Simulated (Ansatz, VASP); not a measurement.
Ni: VASP beside Ansatz

```xyz
2
Lattice="0.0000 1.7120 1.7120 1.7120 0.0000 1.7120 3.4241 3.4241 0.0000" Properties=species:S:1:pos:R:3 pbc="T T T"
Ni    0.0000    0.0000    0.0000
Ni    1.7120    1.7120    0.0000
```

Alike in both runs: task single point; functional LDA; k mesh 20 × 20 × 10; occupations gaussian, width 0.05 eV; collinear spin.

|  | VASP | Ansatz |
| --- | --- | --- |
| version | VASP 6.6.1 | Ansatz 0.2.0 |
| potentials or method | VASP PAW LDA potentials, release 64 (Ni), cutoff 520 eV | scalar-relativistic, plane waves, PAW |
| valence electrons in the cell | 20 | 36 |

Ansatz gave:

- pressure (GPa): -0.1
- net moment per atom (μB): 0.61
- size of the moment on the site where the two differ most (μB): 0.64

Q: What did VASP give for the same quantities?

A: Pressure (GPa): -1.5; net moment per atom (μB): 0.00; size of the moment on the site where the two differ most (μB): 0.07.

The net moments are unlike, so the other rows may belong to different states. LDA's correlation is that of Perdew and Zunger in VASP and of Perdew and Wang (1992) in Ansatz. Site moments also hang on the region over which each program counts them. VASP's potentials hold 20 valence electrons a cell and Ansatz's 36, so a difference there can come from the potentials and not from the codes. Ansatz's warnings: seeded moment not kept.
